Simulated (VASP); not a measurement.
Set up this calculation in VASP 6.6.1, as the native input.

| Property | Result |
| --- | --- |
| Task | single point |
| Functional | PBE |
| Potentials or basis | VASP PAW PBE potentials, release 64 (Mg, Sn_d, O) |
| Cutoff | 520 eV |
| k mesh | 6 × 6 × 6 |
| Occupations | gaussian, width 0.1 eV |
| Spin | no spin polarisation |
| Dipole correction | no |
| Further INCAR settings | ALGO = Normal; EDIFF = 1e-06; NBANDS = 27 |

The structure of Mg2SnO3 lies in POSCAR:

```
Mg2SnO3
1.0
    1.5618222733      0.9017185099      8.3948767365
   -1.5618222733      0.9017185099      8.3948767365
    0.0000000000     -1.8034370199      8.3948767365
Mg Sn O
2 1 3
Direct
    0.3815114124      0.3815114124      0.3815114124
    0.6184885876      0.6184885876      0.6184885876
    0.5000000000      0.5000000000      0.5000000000
    0.0000000000      0.0000000000      0.0000000000
    0.7618282755      0.7618282755      0.7618282755
    0.2381717245      0.2381717245      0.2381717245
```

The input as run:

INCAR

```
SYSTEM = Mg2SnO3
PREC     = Accurate       ! precision mode
ENCUT    = 520            ! plane-wave cutoff, eV
EDIFF    = 1E-6           ! SCF threshold, eV
ISMEAR   = 0              ! smearing method
SIGMA    = 0.1            ! smearing width, eV
LREAL    = .FALSE.        ! projectors in reciprocal space
LASPH    = .TRUE.         ! aspherical terms in the spheres
NELM     = 80             ! most SCF steps
ALGO     = Normal         ! electronic algorithm
ISIF     = 2              ! what is computed and relaxed
LWAVE    = .FALSE.        ! write WAVECAR
LCHARG   = .FALSE.        ! write CHGCAR
GGA      = PE             ! functional
NBANDS   = 27             ! bands
```

KPOINTS

```
Automatic mesh
0
G
  6 6 6
  0 0 0
```

Potentials or basis: VASP PAW PBE potentials, release 64 (Mg, Sn_d, O).

Launch:

```bash
$ cat potpaw_PBE.64/Mg/POTCAR potpaw_PBE.64/Sn_d/POTCAR potpaw_PBE.64/O/POTCAR > POTCAR
$ mpirun -np 1 vasp_std > vasp.out
```

It gave:

```
Pressure               : -0.5 GPa
Largest force          : 0.051 eV/Å
Band gap on the k mesh : 0.61 eV (least direct gap 0.73 eV)
```

Caveat: spin-orbit coupling is left out, which moves the levels of the heavy elements.

Wall time 4 min on 1 thread of AMD EPYC 9R45 96-Core Processor (Zen 5) (shared host), peak memory 0.52 GiB.
